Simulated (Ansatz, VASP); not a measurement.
PbSe: VASP beside Ansatz

```xyz
2
Lattice="0.0000 2.9982 2.9982 2.9982 0.0000 2.9982 2.9982 2.9982 0.0000" Properties=species:S:1:pos:R:3 pbc="T T T"
Pb    0.0000    0.0000    0.0000
Se    2.9982    2.9982    2.9982
```

Alike in both runs: task single point; functional B3LYP5; k mesh 4 × 4 × 4; occupations fermi-dirac, width 0.05 eV; no spin polarisation.

|  | VASP | Ansatz |
| --- | --- | --- |
| version | VASP 6.6.1 | Ansatz 0.2.0 |
| potentials or method | VASP PAW PBE potentials, release 64 (Pb_d, Se) | Ansatz PAW |
| plane-wave cutoff (eV) | 520 | 420 |
| valence electrons in the cell | 20 | 30 |

Ansatz gave:

| Quantity | Value |
| --- | --- |
| gap on the k mesh at the Fermi level (eV) | 0.99 |
| least direct gap on the mesh (eV) | 0.99 |
| pressure (GPa) | 9.1 |

Question: Estimate VASP's values.

Answer: gap on the k mesh at the Fermi level (eV): 1.03; least direct gap on the mesh (eV): 1.03; pressure (GPa): 9.1.

VASP's potentials were made for PBE, not for B3LYP5. VASP's potentials hold 20 valence electrons a cell and Ansatz's 30, so a difference there can come from the potentials and not from the codes.

The k mesh is coarse, so the values compare programs but aren't converged. Spin-orbit coupling is off throughout.
